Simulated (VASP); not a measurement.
# Mn3Si (Fm-3m) in VASP: further runs

Mn3Si is run at these levels: LDA; tasks: single point.

Program: VASP 6.6.1. These are calculated values, not measurements. Logs are shortened: lines on timing, memory, paths and dates and some standing lists are left out, and cuts for length are marked.

### 1 The cell of the first run

It takes space group Fm-3m (No. 225, cubic). The conventional cell has a = 5.722 Å, b = 5.722 Å, c = 5.722 Å, α = 90.00°, β = 90.00°, γ = 90.00°. Within 3.3 Å of Mn (site symmetry m-3m) lie 8 Mn at 2.48 Å and 6 Si at 2.86 Å. Within 3.3 Å of Mn (site symmetry -43m) lie 10 Mn at 2.48 to 2.86 Å and 4 Si at 2.48 Å. Within 3.3 Å of Si (site symmetry m-3m) lie 14 Mn at 2.48 to 2.86 Å.

### 2 Single point, LDA, collinear spin, ferromagnetic start

The input, INCAR:

```
SYSTEM = Mn3Si
PREC = Accurate
ENCUT = 520
EDIFF = 1E-6
ISMEAR = -1
SIGMA = 0.05
LREAL = .False.
LASPH = .True.
NELM = 150
ALGO = Normal
ISIF = 2
LWAVE = .False.
LCHARG = .False.
ISPIN = 2
MAGMOM = 4 4 4 0
LORBIT = 11
LMAXMIX = 4
NBANDS = 34
```

The input, KPOINTS:

```
Automatic mesh
0
Gamma
  10 10 10
  0 0 0
```

The input, POSCAR:

```
Mn3Si
1.0
    0.0000000000      2.8610000000      2.8610000000
    2.8610000000      0.0000000000      2.8610000000
    2.8610000000      2.8610000000      0.0000000000
Mn Si
3 1
Direct
    0.5000000000      0.5000000000      0.5000000000
    0.2500000000      0.2500000000      0.2500000000
    0.7500000000      0.7500000000      0.7500000000
    0.0000000000      0.0000000000      0.0000000000
```

Potentials or basis: VASP PAW LDA potentials, release 64 (Mn_pv, Si).

Command:

```bash
$ cat potpaw_LDA.64/Mn_pv/POTCAR potpaw_LDA.64/Si/POTCAR > POTCAR
$ mpirun -np 1 vasp_std > vasp.out
```

OUTCAR:

```text
SYSTEM = Mn3Si
   PREC = Accurate
   ENCUT = 520
   EDIFF = 1E-6
   ISMEAR = -1
   LREAL = .False.
   LASPH = .True.
   NELM = 150
   ISIF = 2
   ISPIN = 2
   LORBIT = 11

 ion  position               nearest neighbor table
   1  0.500  0.500  0.500-   2 2.48   2 2.48   2 2.48   3 2.48   3 2.48   3 2.48   3 2.48   2 2.48
                             4 2.86   4 2.86   4 2.86   4 2.86   4 2.86   4 2.86
   2  0.250  0.250  0.250-   4 2.48   4 2.48   4 2.48   1 2.48   1 2.48   1 2.48   4 2.48   1 2.48
                             3 2.86   3 2.86   3 2.86   3 2.86   3 2.86   3 2.86
   3  0.750  0.750  0.750-   1 2.48   1 2.48   1 2.48   4 2.48   4 2.48   4 2.48   4 2.48   1 2.48
                             2 2.86   2 2.86   2 2.86   2 2.86   2 2.86   2 2.86
   4  0.000  0.000  0.000-   3 2.48   3 2.48   3 2.48   2 2.48   2 2.48   2 2.48   3 2.48   2 2.48
                             1 2.86   1 2.86   1 2.86   1 2.86   1 2.86   1 2.86

  LATTYP: Found a face centered cubic cell.
 ALAT       =     5.7220000000

  Lattice vectors:

 A1 = (   0.0000000000,   2.8610000000,   2.8610000000)
 A2 = (   2.8610000000,   0.0000000000,   2.8610000000)
 A3 = (   2.8610000000,   2.8610000000,   0.0000000000)

Analysis of symmetry for initial positions (statically):
=====================================================================
 Subroutine PRICEL returns:
 Original cell was already a primitive cell.

 Routine SETGRP: Setting up the symmetry group for a
 face centered cubic supercell.

 Subroutine GETGRP returns: Found 48 space group operations
 (whereof 48 operations were pure point group operations)
 out of a pool of 48 trial point group operations.

The static configuration has the point symmetry O_h .

Analysis of symmetry for dynamics (positions and initial velocities):
=====================================================================
 Subroutine PRICEL returns:
 Original cell was already a primitive cell.

 Routine SETGRP: Setting up the symmetry group for a
 face centered cubic supercell.

 Subroutine GETGRP returns: Found 48 space group operations
 (whereof 48 operations were pure point group operations)
 out of a pool of 48 trial point group operations.

The dynamic configuration has the point symmetry O_h .

Analysis of structural, dynamic, and magnetic symmetry:
=====================================================================
 Subroutine PRICEL returns:
 Original cell was already a primitive cell.

 Routine SETGRP: Setting up the symmetry group for a
 face centered cubic supercell.

 Subroutine GETGRP returns: Found 48 space group operations
 (whereof 48 operations were pure point group operations)
 out of a pool of 48 trial point group operations.

The overall configuration has the point symmetry O_h .

 Subroutine INISYM returns: Found 48 space group operations
 (whereof 48 operations are pure point group operations),
 and found     1 'primitive' translations

----------------------------------------------------------------------------------------

                                     Primitive cell

  volume of cell :      46.8364

  direct lattice vectors                    reciprocal lattice vectors
     0.000000000  2.861000000  2.861000000    -0.174764069  0.174764069  0.174764069
     2.861000000  0.000000000  2.861000000     0.174764069 -0.174764069  0.174764069
     2.861000000  2.861000000  0.000000000     0.174764069  0.174764069 -0.174764069

  length of vectors
     4.046065002  4.046065002  4.046065002     0.302700246  0.302700246  0.302700246

  position of ions in fractional coordinates (direct lattice)
     0.500000000  0.500000000  0.500000000
     0.250000000  0.250000000  0.250000000
     0.750000000  0.750000000  0.750000000
     0.000000000  0.000000000  0.000000000

  ion indices of the primitive-cell ions
   primitive index   ion index
                 1           1
                 2           2
                 3           3
                 4           4

----------------------------------------------------------------------------------------

 KPOINTS: Automatic mesh

Automatic generation of k-mesh.
 Grid dimensions read from file:
 generate k-points for:   10   10   10

 Generating k-lattice:

[... 20 lines left out ...]
  0.200000  0.000000  0.000000      8.000000
  0.300000  0.000000  0.000000      8.000000
  0.400000  0.000000  0.000000      8.000000
  0.500000  0.000000  0.000000      4.000000
[... 16 lines left out ...]
  0.300000  0.300000  0.000000      6.000000
  0.400000  0.300000  0.000000     24.000000
 [... further k-points ...]
   k-points           NKPTS =     47   k-points in BZ     NKDIM =     47   number of bands    NBANDS=     34
   number of dos      NEDOS =    301   number of ions     NIONS =      4
   total plane-waves  NPLWV =  27000
   dimension x,y,z NGX =    30 NGY =   30 NGZ =   30
   dimension x,y,z NGXF=    60 NGYF=   60 NGZF=   60
   ions per type =               3   1
   NGX,Y,Z   is equivalent  to a cutoff of  12.33, 12.33, 12.33 a.u.
   NGXF,Y,Z  is equivalent  to a cutoff of  24.65, 24.65, 24.65 a.u.
 SYSTEM =  Mn3Si
   PREC   = accura    normal or accurate (medium, high low for compatibility)
   ISTART =      0    job   : 0-new  1-cont  2-samecut
   ICHARG =      2    charge: 1-file 2-atom 10-const
   ISPIN  =      2    spin polarized calculation?
   LNONCOLLINEAR =      F non collinear calculations
   LSORBIT =      F    spin-orbit coupling
   LASPH  =      T    aspherical Exc in radial PAW
   ENCUT  =  520.0 eV  38.22 Ry    6.18 a.u.   7.52  7.52  7.52*2*pi/ulx,y,z
   NELM   =    150;   NELMIN=  2; NELMDL= -5     # of ELM steps
   EDIFF  = 0.1E-05   stopping-criterion for ELM
   LREAL  =      F    real-space projection
   EDIFFG = 0.1E-04   stopping-criterion for IOM
   NSW    =      0    number of steps for IOM
   IBRION =     -1    ionic relax: 0-MD 1-quasi-New 2-CG
   NFREE  =      0    steps in history (QN), initial steepest desc. (CG)
   ISIF   =      2    stress and relaxation
   ISYM   =      2    0-nonsym 1-usesym 2-fastsym
   POTIM  = 0.5000    time-step for ionic-motion
   TEBEG  =    0.0;   TEEND  =   0.0 temperature during run
   PSTRESS=    0.0 pullay stress
   NELECT =      43.0000    total number of electrons
   NUPDOWN=      -1.0000    fix difference up-down
   EMIN   =  10.00;   EMAX   =-10.00  energy-range for DOS
   EFERMI =   0.00;   METHOD = LEGACY
   ISMEAR =    -1;   SIGMA  =   0.05  broadening in eV -4-tet -1-fermi 0-gaus
   EFERMI_NEDOS =   21; number of points for ismear=-14 and -15
   IALGO  =     38    algorithm
   IMIX   =      4    mixing-type and parameters
     AMIX     =   0.40;   BMIX     =  1.00
     AMIX_MAG =   1.60;   BMIX_MAG =  1.00
  volume/ion in A,a.u.               =      11.71        79.02
  Fermi-wavevector in a.u.,A,eV,Ry     =   1.591121  3.006782 34.445395  2.531665
  Thomas-Fermi vector in A             =   2.689710
   LORBIT       =     11    0 simple, 1 ext, 2 COOP (PROOUT), +10 PAW based schemes
   GGA     = CA    functional components
   LHFCALC =     F    Hartree Fock is set to
   AEXX    =    0.0000 exact exchange contribution
   IVDW    =     0    specifies the selected vdW correction
   LEPSILON=     F    determine dielectric tensor
   LRPA    =     F    only Hartree local field effects (RPA)
 spin polarized calculation
  energy-cutoff  :      520.00
  volume of cell :       46.84
 maximum number of plane-waves:      1295
   NGX = 15   NGY = 15   NGZ = 15

 number of electron      43.0000000 magnetization      12.0000000

 number of electron      43.0000044 magnetization       1.0952787

 Free energy of the ion-electron system (eV)
  ---------------------------------------------------
  ext. energy  EPLUGINS =         0.00000000
  ---------------------------------------------------
  free energy    TOTEN  =       -37.25379097 eV

  energy without entropy =      -37.21884149  energy(sigma->0) =      -37.23631623

 E-fermi :  10.0639     XC(G=0): -13.3972

 val. band max:       10.0542664247   @ k =  -0.2000   0.3000   0.1000
 cond. band min:      10.0652860539   @ k =   0.1000   0.1000   0.0000
 fundamental gap:      0.0110196293
 Fermi energy:        10.0639329796

 spin component 1

 k-point     1 :       0.0000    0.0000    0.0000
  band No.  band energies     occupation
      1     -38.6075      1.00000
      2     -38.6075      1.00000
      3     -38.6075      1.00000
      4     -36.9876      1.00000
      5     -36.9876      1.00000
      6     -36.9876      1.00000
[... 853 lines left out ...]
     32      18.9704      0.00000
     33      20.6156      0.00000

 [... further k-points ...]

 spin component 2

 k-point     1 :       0.0000    0.0000    0.0000
  band No.  band energies     occupation
      1     -37.5829      1.00000
      2     -37.5829      1.00000
      3     -37.5829      1.00000
      4     -37.5198      1.00000
      5     -37.5198      1.00000
      6     -37.5198      1.00000
[... 853 lines left out ...]
     32      18.9738      0.00000
     33      20.7590      0.00000

 [... further k-points ...]

 [bands above 33 left out]

------------------------ aborting loop because EDIFF is reached ----------------------------------------

  FORCE on cell =-STRESS in cart. coord.  units (eV):
  Direction    XX          YY          ZZ          XY          YZ          ZX
  --------------------------------------------------------------------------------------
  -------------------------------------------------------------------------------------
  Total       -7.0151679     -7.0151679     -7.0151679     -0.0000000      0.0000000     -0.0000000
  in kB     -239.9744925   -239.9744925   -239.9744925     -0.0000000      0.0000000     -0.0000000
  external PRESSURE =    -239.9744925 kB  Pullay stress =       0.0000000 kB

 VOLUME and BASIS-vectors are now :
 -----------------------------------------------------------------------------
  energy-cutoff  :      520.00
  volume of cell :       46.84
      direct lattice vectors                 reciprocal lattice vectors
     0.000000000  2.861000000  2.861000000    -0.174764069  0.174764069  0.174764069
     2.861000000  0.000000000  2.861000000     0.174764069 -0.174764069  0.174764069
     2.861000000  2.861000000  0.000000000     0.174764069  0.174764069 -0.174764069

 POSITION                                       TOTAL-FORCE (eV/Angst)
 -----------------------------------------------------------------------------------
      2.86100      2.86100      2.86100        -0.000000      0.000000     -0.000000
      1.43050      1.43050      1.43050         0.000000      0.000000      0.000000
      4.29150      4.29150      4.29150        -0.000000     -0.000000     -0.000000
      0.00000      0.00000      0.00000        -0.000000      0.000000     -0.000000
 -----------------------------------------------------------------------------------
    total drift:                                0.000000     -0.000000      0.000000

  FREE ENERGIE OF THE ION-ELECTRON SYSTEM (eV)
  ---------------------------------------------------
  free  energy   TOTEN  =       -37.2537909682 eV

  energy  without entropy=      -37.2188414919  energy(sigma->0) =      -37.23631623

 total charge

# of ion       s       p       d       tot
------------------------------------------
    1        0.375   6.346   5.100  11.822
    2        0.335   6.344   5.243  11.922
    3        0.335   6.344   5.243  11.922
    4        0.726   0.891   0.000   1.617
--------------------------------------------------
tot          1.771  19.926  15.586  37.283

 magnetization (x)

# of ion       s       p       d       tot
------------------------------------------
    1        0.019   0.020   2.255   2.293
    2       -0.004  -0.011  -0.621  -0.636
    3       -0.004  -0.011  -0.621  -0.636
    4        0.019   0.016   0.000   0.035
--------------------------------------------------
tot          0.029   0.014   1.014   1.057
```

It took 2.3 min on 1 thread of Intel Xeon 6975P-C (Granite Rapids), shared host; peak memory 0.23 GiB.

What came out:

```
Free energy                                           : -37.2538 eV
Pressure                                              : -24.0 GPa
Net moment                                            : 1.10 μB per cell
Site moments                                          : Mn +2.29, -0.64 (each value once); Si +0.04 μB
Valence electrons inside the program's atomic spheres : Mn 11.82, 11.92 (each value once); Si 1.62
```

Caveat: the cell stands under tension.

[end of part 1 of 2]
